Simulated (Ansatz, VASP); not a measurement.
In: VASP beside Ansatz

```
CELL_PARAMETERS angstrom
-1.48998 1.48998 2.94682
1.48998 -1.48998 2.94682
1.48998 1.48998 -2.94682
ATOMIC_POSITIONS crystal
In 0.00000 0.00000 0.00000
```

Alike in both runs: task single point; functional PBE; k mesh 22 × 22 × 22; occupations gaussian, width 0.15 eV; no spin polarisation.

|  | VASP | Ansatz |
| --- | --- | --- |
| version | VASP 6.6.1 | Ansatz 0.2.0 |
| potentials or method | VASP PAW PBE potentials, release 64 (In_d), cutoff 520 eV | scalar-relativistic, plane waves, PAW |
| valence electrons in the cell | 13 | 13 |

|  | VASP | Ansatz | Ansatz less VASP |
| --- | --- | --- | --- |
| gap on the k mesh at the Fermi level (eV) | none | none | - |
| pressure (GPa) | 3.5 | 3.5 | +0.07 |
| traceless stress, the component that is largest in VASP (GPa) | -4.47 | -4.44 | +0.034 |

A gap of «none» marks a metal or a gap that the smearing closes. With one functional, cell and mesh, what is left measures potentials, basis and numerics.
